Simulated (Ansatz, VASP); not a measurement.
# SnSe2: VASP beside Ansatz

```
CELL_PARAMETERS angstrom
4.11588 0.00000 0.00000
-2.05794 3.56446 0.00000
0.00000 0.00000 6.13700
ATOMIC_POSITIONS crystal
Sn 0.00000 0.00000 0.00000
Se 0.33333 0.66667 0.25000
Se 0.66667 0.33333 0.75000
```

Change from the starting cell: strain +0.080 along x and y, +0.000 along z, atoms carried along.

Alike in both runs: task single point; functional PBEsol; dispersion D3(BJ); k mesh 12 × 12 × 6; occupations gaussian, width 0.05 eV; no spin polarisation.

|  | VASP | Ansatz |
| --- | --- | --- |
| version | VASP 6.6.1 | Ansatz 0.2.0 |
| potentials or method | VASP PAW PBE potentials, release 64 (Sn_d, Se), cutoff 520 eV | scalar-relativistic, plane waves, PAW |
| valence electrons in the cell | 26 | 46 |

```csv
,VASP,Ansatz,Ansatz less VASP
gap on the k mesh at the Fermi level (eV),none,none,-
pressure (GPa),-7.4,-7.5,-0.06
"traceless stress, the component that is largest in VASP (GPa)",3.11,3.12,+0.011
rms of the force components (eV/Å),0.120,0.125,+0.0054
```

VASP's potentials were made for PBE, not for PBEsol. Atom by atom the forces differ by 0.005 eV/Å (rms over components). A gap of «none» marks a metal or a gap that the smearing closes. VASP's potentials hold 26 valence electrons a cell and Ansatz's 46, so a difference there can come from the potentials and not from the codes.
